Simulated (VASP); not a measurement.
## CNH: relaxation of the atoms with PBE+D3(BJ)

CNH, in a box:

```
C N H
1.0
    14.00000    0.00000    0.00000
     0.00000   14.50000    0.00000
     0.00000    0.00000   15.00000
C N H
1 1 1
Direct
  0.49739 0.49950 0.50031
  0.57812 0.50152 0.49913
  0.42188 0.49848 0.50087
```

- Program: VASP 6.6.1
- Task: relaxation of the atoms
- Functional: PBE
- Dispersion: D3(BJ)
- Potentials or basis: VASP PAW PBE potentials, release 64 (C, N, H)
- Cutoff: 520 eV
- k mesh: 1 × 1 × 1
- Occupations: gaussian, width 0.005 eV
- Spin: no spin polarisation
- Dipole correction: no
- Further INCAR settings: ALGO = Normal; EDIFF = 1e-06; ISYM = 0; IBRION = 2; EDIFFG = -0.01; NSW = 100

```
Largest force after relaxing    : 0.006 eV/Å
Gap between the frontier levels : 7.84 eV
Dispersion energy per atom      : -0.008 eV
```

Forces in eV/Å, atoms in the order of the input:
```
C    0.006  0.000  0.000
N   -0.003  0.000  0.000
H   -0.004  0.000  0.000
```

Final structure:
```cif
data_structure
_symmetry_space_group_name_H-M 'P 1'
_symmetry_Int_Tables_number 1
_cell_length_a 14.0000
_cell_length_b 14.5000
_cell_length_c 15.0000
_cell_angle_alpha 90.000
_cell_angle_beta 90.000
_cell_angle_gamma 90.000
_cell_volume 3045.00
loop_
_atom_site_label
_atom_site_type_symbol
_atom_site_fract_x
_atom_site_fract_y
_atom_site_fract_z
_atom_site_occupancy
C1 C 0.49708 0.49980 0.50012 1
N1 N 0.57998 0.50141 0.49920 1
H1 H 0.42034 0.49829 0.50099 1
```

Levels at points of the mesh, in eV from the valence-band top:
| k point | band 2 | band 3 | band 4 | band 5 | band 6 | band 7 | band 8 | band 9 |
| --- | --- | --- | --- | --- | --- | --- | --- | --- |
| (0.00, 0.00, 0.00) | -6.09 | -0.12 | 0.00 | 0.00 | 7.84 | 7.84 | 8.61 | 9.03 |

Run time: 17 min on 1 thread of Oxide Virtual Turin-like Processor (shared host), peak memory 1.8 GiB.
